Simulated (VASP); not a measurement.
Input of a VASP 6.6.1 run:

The input INCAR:

```
PREC = Accurate
ENCUT = 520
EDIFF = 1E-6
ISMEAR = 0
SIGMA = 0.02
LREAL = F
LASPH = T
NELM = 100
ALGO = Normal
ISIF = 2
LWAVE = F
LCHARG = F
GGA = PS
NBANDS = 41
```

Contents of KPOINTS:

```
Automatic mesh
0
Gamma
  6 8 6
```

The input POSCAR:

```
AlGa3N4
1.0
    5.1423511994      0.0000000000      0.0000000000
    0.0000000000      3.1649848000      0.0000000000
   -0.0034562398      0.0000000000      5.4784942199
Al Ga N
1 3 4
Direct
    0.0006034217      0.5000000000      0.6673576242
    0.4991167032      0.5000000000      0.3349195796
    0.4990273850      0.0000000000      0.8315569997
    0.9998617817      0.0000000000      0.1661805294
    0.1196687535      0.5000000000      0.3400974164
    0.1176459792      0.0000000000      0.8263760592
    0.6204436396      0.0000000000      0.1662162867
    0.6312323461      0.5000000000      0.6672965048
```

Potentials or basis: VASP PAW PBE potentials, release 64 (Al, Ga_d, N).

Launch:

```bash
$ cat potpaw_PBE.64/Al/POTCAR potpaw_PBE.64/Ga_d/POTCAR potpaw_PBE.64/N/POTCAR > POTCAR
$ mpirun -np 1 vasp_std > vasp.out
```

Q: Predict the pressure.

A: -0.1 GPa.

Q: Predict the largest force.

A: 0.013 eV/Å.

Q: Predict the band gap on the k mesh.

A: 2.38 eV.

Forces on the atoms (eV/Å):
```
Al   0.003  0.000  0.001
Ga   0.005  0.000  0.000
Ga   0.008  0.000  0.001
Ga  -0.008  0.000  0.003
N    0.003  0.000 -0.008
N    0.003  0.000  0.005
N    0.000  0.000 -0.001
N   -0.013  0.000 -0.001
```

Caveat: the PAW data sets were made with another functional, which shifts forces and pressure a little.
